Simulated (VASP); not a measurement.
Wanted: the native input for a VASP 6.6.1 run.

- Task: single point
- Functional: LDA
- Potentials or basis: VASP PAW LDA potentials, release 64 (Rb_sv)
- Cutoff: 500 eV
- k mesh: 7 × 7 × 7
- Occupations: fermi-dirac, width 0.05 eV
- Spin: no spin polarisation
- Dipole correction: no
- Further INCAR settings: ALGO = Normal; EDIFF = 1e-06; NBANDS = 10

The structure of Rb lies in POSCAR:

```
Rb
1.0
    0.0000000000      3.6877833822      3.6877833822
    3.6877833822      0.0000000000      3.6877833822
    3.6877833822      3.6877833822      0.0000000000
Rb
1
Direct
    0.0000000000      0.0000000000      0.0000000000
```

This isn't the form of Rb at room conditions, which is bcc.

These files were run (other wordings do the same):

INCAR

```
ALGO = Normal ; EDIFF = 1E-6
ENCUT = 500 ; GGA_COMPAT = F
ISIF = 2 ; ISMEAR = -1
LASPH = T ; LCHARG = T
LELF = T ; LREAL = F
LVHAR = T ; LWAVE = F
NBANDS = 10 ; NELM = 120
PREC = Accurate ; SIGMA = 0.05
```

KPOINTS

```
k-points
0
Gamma
  7 7 7
```

Potentials or basis: VASP PAW LDA potentials, release 64 (Rb_sv).

Launch:

```console
$ cat potpaw_LDA.64/Rb_sv/POTCAR > POTCAR
$ mpirun -np 1 vasp_std > vasp.out
```

Results of the run:

```json
{
 "Pressure": "-0.6 GPa",
 "Band gap on the k mesh": "zero (an odd number of electrons rules out a gap without spin polarisation)"
}
```

Wall time 12 s on 1 thread of Intel(R) Xeon(R) 6975P-C (Granite Rapids), on a shared host, peak memory 0.18 GiB.
